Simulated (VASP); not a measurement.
**Si2Te4S: single point with PBE**

Crystal: Si2Te4S.

```xyz
7
Lattice="3.4628 -1.9238 0.0227 3.4628 1.9238 0.0227 -2.3358 0.0000 14.2404" Properties=species:S:1:pos:R:3 pbc="T T T"
Si    5.6393    0.0000    3.7044
Si   -1.0496    0.0000   10.5813
Te    1.0861    0.0000    5.2109
Te    3.3819    0.0000    1.9809
Te    1.2078    0.0000   12.3048
Te    3.5037    0.0000    9.0748
S     0.0000    0.0000    0.0000
```

| Property | Result |
| --- | --- |
| Program | VASP 6.6.1 |
| Task | single point |
| Functional | PBE |
| Potentials or basis | VASP PAW PBE potentials, release 64 (Si, Te, S) |
| Cutoff | 520 eV |
| k mesh | 10 × 10 × 4 |
| Occupations | gaussian, width 0.1 eV |
| Spin | no spin polarisation |

The pressure is 0.0 GPa and the largest force is 0.016 eV/Å. The band gap on the k mesh is zero (bands 19 and 20 overlap by 1.12 eV).

Forces on the atoms (eV/Å):
```
Si   0.003  0.000 -0.012
Si  -0.003  0.000  0.012
Te  -0.003  0.000  0.015
Te   0.000  0.000 -0.014
Te   0.000  0.000  0.014
Te   0.003  0.000 -0.015
S    0.000  0.000  0.000
```

Levels at points of the mesh, in eV from the Fermi level:
```csv
k point,band 15,band 16,band 17,band 18,band 19,band 20,band 21,band 22,band 23,band 24
"(0.00, 0.00, 0.00)",-0.92,-0.72,-0.69,-0.26,0.23,0.57,0.72,1.54,2.06,2.35
"(0.50, 0.00, 0.00)",-2.31,-1.84,-1.54,-1.05,-0.95,-0.57,0.85,1.28,2.65,3.05
"(0.50, 0.50, 0.00)",-2.40,-2.12,-1.77,-0.96,-0.27,-0.12,0.39,0.67,2.63,2.82
"(0.00, 0.00, 0.50)",-0.92,-0.70,-0.65,-0.49,-0.26,0.70,0.96,1.46,2.09,2.31
"(0.50, 0.00, 0.50)",-2.08,-1.64,-1.40,-1.18,-0.85,-0.64,0.70,1.07,2.52,3.12
"(0.50, 0.50, 0.50)",-2.35,-1.69,-1.52,-1.02,-0.64,-0.39,0.46,0.88,2.89,3.06
```

Run time: 6.4 min on 1 thread of Intel(R) Xeon(R) 6975P-C (Granite Rapids) (shared host), peak memory 0.69 GiB.

Caveat: spin-orbit coupling is left out, which moves the levels of the heavy elements; this functional lacks dispersion, which binds layers or chains, so the pressure and a relaxed spacing across them are unreliable.
